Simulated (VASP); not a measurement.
## LiBiCl6: relaxation of cell and atoms with PBE

Crystal: LiBiCl6.

```xyz
8
Lattice="0.0000 5.2530 5.2530 5.2530 0.0000 5.2530 5.2530 5.2530 0.0000" Properties=species:S:1:pos:R:3 pbc="T T T"
Li    0.0000    0.0000    0.0000
Bi    5.2530    5.2530    5.2530
Cl    2.6265    5.2530    5.2530
Cl    7.8795    5.2530    5.2530
Cl    5.2530    2.6265    5.2530
Cl    5.2530    7.8795    5.2530
Cl    5.2530    5.2530    2.6265
Cl    5.2530    5.2530    7.8795
```

```
Program                : VASP 6.6.1
Task                   : relaxation of cell and atoms
Functional             : PBE
Potentials or basis    : VASP PAW PBE potentials, release 64 (Li_sv, Bi_d, Cl)
Cutoff                 : 600 eV
k mesh                 : 6 × 6 × 6
Occupations            : gaussian, width 0.1 eV
Spin                   : no spin polarisation
Dipole correction      : no
Further INCAR settings : ALGO = Normal; EDIFF = 1e-06; IBRION = 2; EDIFFG = -0.01; NSW = 100; ISIF = 3
```

The relaxed volume is 34.27 Å³/atom. The relaxed cell is a = 7.292 Å, b = 7.292 Å, c = 7.292 Å, α = 60.00°, β = 60.00°, γ = 60.00°. The space group after relaxing (to 0.05 Å) is Fm-3m (No. 225). The energy gained by relaxing is 16.3 meV/atom, the ionic steps are 10 and the pressure after relaxing is 0.0 GPa. The band gap on the k mesh is zero (band 30 reaches -1.75 eV, above the bottom of band 31 at -1.79 eV).

The path:
```
step  energy change (eV)  largest force (eV/Å)  pressure (GPa)  volume (Å³)
   1              0.0000                0.3474           -1.43       289.90
   2             -0.1120                0.1828           -0.54       276.53
   3             -0.1274                0.0419            0.11       269.92
   4             -0.1275                0.0522            0.06       270.34
   5             -0.1285                0.0412            0.06       270.84
   6             -0.1303                0.0074            0.07       272.35
   7             -0.1290                0.0601            0.09       275.37
   8             -0.1306                0.0154            0.07       273.28
   9             -0.1306                0.0102           -0.06       274.81
  10             -0.1307                0.0011            0.00       274.12
```

Final structure:
```cif
data_structure
_symmetry_space_group_name_H-M 'P 1'
_symmetry_Int_Tables_number 1
_cell_length_a 7.2915
_cell_length_b 7.2915
_cell_length_c 7.2915
_cell_angle_alpha 60.000
_cell_angle_beta 60.000
_cell_angle_gamma 60.000
_cell_volume 274.12
loop_
_atom_site_label
_atom_site_type_symbol
_atom_site_fract_x
_atom_site_fract_y
_atom_site_fract_z
_atom_site_occupancy
Li1 Li 0.00000 0.00000 0.00000 1
Bi1 Bi 0.50000 0.50000 0.50000 1
Cl1 Cl 0.74602 0.25398 0.25398 1
Cl2 Cl 0.25398 0.74602 0.74602 1
Cl3 Cl 0.25398 0.74602 0.25398 1
Cl4 Cl 0.74602 0.25398 0.74602 1
Cl5 Cl 0.25398 0.25398 0.74602 1
Cl6 Cl 0.74602 0.74602 0.25398 1
```

Levels at points of the mesh, in eV from the Fermi level:
```csv
k point,band 28,band 29,band 30,band 31,band 32,band 33
"(0.00, 0.00, 0.00)",-0.47,-0.03,-0.03,-0.03,4.72,4.72
"(0.50, 0.00, 0.00)",-0.32,-0.32,-0.28,0.34,4.49,5.80
"(0.50, 0.50, 0.00)",-0.62,-0.62,-0.04,0.70,5.23,5.23
```

It took 9.6 min on 1 thread of Intel(R) Xeon(R) 6975P-C (Granite Rapids) (shared host), peak memory 0.65 GiB.

Caveat: the cutoff is under 1.25 times the usual one of these potentials, so pressure, stress and relaxed cells hold a basis-set (Pulay) error; spin-orbit coupling is left out, which moves the levels of the heavy elements.
